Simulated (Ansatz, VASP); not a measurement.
# Two plane-wave programs on Ga2Sb2CO

Contents of INCAR:

```
  PREC = Accurate
  ENCUT = 520
  EDIFF = 1E-6
  ISMEAR = 0
  SIGMA = 0.1
  LREAL = False
  LASPH = True
  NELM = 120
  ALGO = Normal
  ISIF = 2
  LWAVE = False
  LCHARG = True
  LDIPOL = True
  IDIPOL = 3
  DIPOL = 0.5 0.5 0.352
  GGA = PE
  IVDW = 12
  LELF = True
  LVHAR = True
  LVACPOTAV = True
  NBANDS = 42
  GGA_COMPAT = False
  NELMDL = -8
```

KPOINTS

```
Automatic mesh
0
Gamma
  6 6 1
```

Contents of POSCAR:

```
Ga2Sb2CO
1.0
    4.3343814647      0.0000000000      0.0000000000
   -2.1671907324      3.7536844581      0.0000000000
    0.0000000000      0.0000000000     23.6197422994
Sb Ga O C
2 2 1 1
Direct
    0.0000000000      0.0000000000      0.1693498578
    0.3333333333      0.6666666667      0.3259656336
    0.3333333333      0.6666666667      0.2068080104
    0.6666666667      0.3333333333      0.3585874135
    0.6666666667      0.3333333333      0.5025347927
    0.6666666667      0.3333333333      0.5512228768
```

Input for Ansatz:

```yaml
crystal:
  lattice:
    - [4.3343814647, 0.0, 0.0]
    - [-2.1671907324, 3.7536844581, 0.0]
    - [0.0, 0.0, 23.6197422994]
  atoms:
    - { symbol: Sb, position: [0.0, 0.0, 0.1693498578] }
    - { symbol: Ga, position: [0.3333333333, 0.6666666667, 0.2068080104] }
    - { symbol: Sb, position: [0.3333333333, 0.6666666667, 0.3259656336] }
    - { symbol: Ga, position: [0.6666666667, 0.3333333333, 0.3585874135] }
    - { symbol: O, position: [0.6666666667, 0.3333333333, 0.5025347927] }
    - { symbol: C, position: [0.6666666667, 0.3333333333, 0.5512228768] }
basis:
  ecutwfc: 420
kpoints:
  mp_grid: { grid: [6, 6, 1] }
hamiltonian:
  xc: pbe
  pseudopotentials: { kind: paw, azcp: { folder: soft_1 } }
  dispersion: d3bj
scf:
  occupations: { method: gaussian, width: 0.1 }
output:
  forces: true
  eigenvalues: true
efield:
  axis: 3
  dipole_correction: true
  ramp_width: 0.04
```

Alike in both runs: task single point; functional PBE; dispersion D3(BJ); k mesh 6 × 6 × 1; occupations gaussian, width 0.1 eV; no spin polarisation.

|  | VASP | Ansatz |
| --- | --- | --- |
| version | VASP 6.6.1 | Ansatz 0.2.0 |
| potentials or method | VASP PAW PBE potentials, release 64 (Sb_d_GW, Ga_d, O, C), cutoff 520 eV | scalar-relativistic, plane waves, PAW |
| valence electrons in the cell | 66 | 66 |

|  | VASP | Ansatz | Ansatz less VASP |
| --- | --- | --- | --- |
| gap on the k mesh at the Fermi level (eV) | 0.06 | 0.06 | 0.000 |
| least direct gap on the mesh (eV) | 0.10 | 0.10 | +0.005 |
| rms of the force components (eV/Å) | 0.247 | 0.513 | +0.2667 |

One of these differences is far larger than is usual between the two programs; its cause wasn't traced.

Spin-orbit coupling is off throughout. Noted on VASP's run: the standard files for N, O and F lose accuracy on very short bonds.
